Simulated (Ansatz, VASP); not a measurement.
## One calculation of CdTe, two programs

```
Cd Te
1.0
     3.27787    3.27787    0.00000
    -3.27787    3.27787    0.00000
     0.00000    3.27787    3.27787
Cd Te
1 1
Cartesian
  0.0000 0.0000 0.0000
  1.6389 4.9168 1.6389
```

Alike in both runs: functional r2SCAN; k mesh 10 × 10 × 10; occupations fermi-dirac, width 0.08 eV; no spin polarisation.

Ansatz relaxed the structure, and its values are those at the end. VASP's run is a single point on that final structure, the one shown.

|  | VASP | Ansatz |
| --- | --- | --- |
| version | VASP 6.6.1 | Ansatz 0.2.0 |
| potentials or method | VASP PAW PBE potentials, release 64 (Cd, Te) | PAW with Ansatz's default frozen-core files, scalar-relativistic |
| plane-wave cutoff (eV) | 520 | 500 |
| valence electrons in the cell | 18 | 36 |

VASP gave:

| Property | Result |
| --- | --- |
| pressure (GPa) | 0.1 |

Problem. Estimate Ansatz's values.

Solution. Pressure (GPa): 0.0.

VASP's potentials were made for PBE, not for r2SCAN. With one functional, cell and mesh, what is left measures potentials, basis and numerics. VASP's potentials hold 18 valence electrons a cell and Ansatz's 36, so a difference there can come from the potentials and not from the codes.

Neither program's run includes spin-orbit coupling.
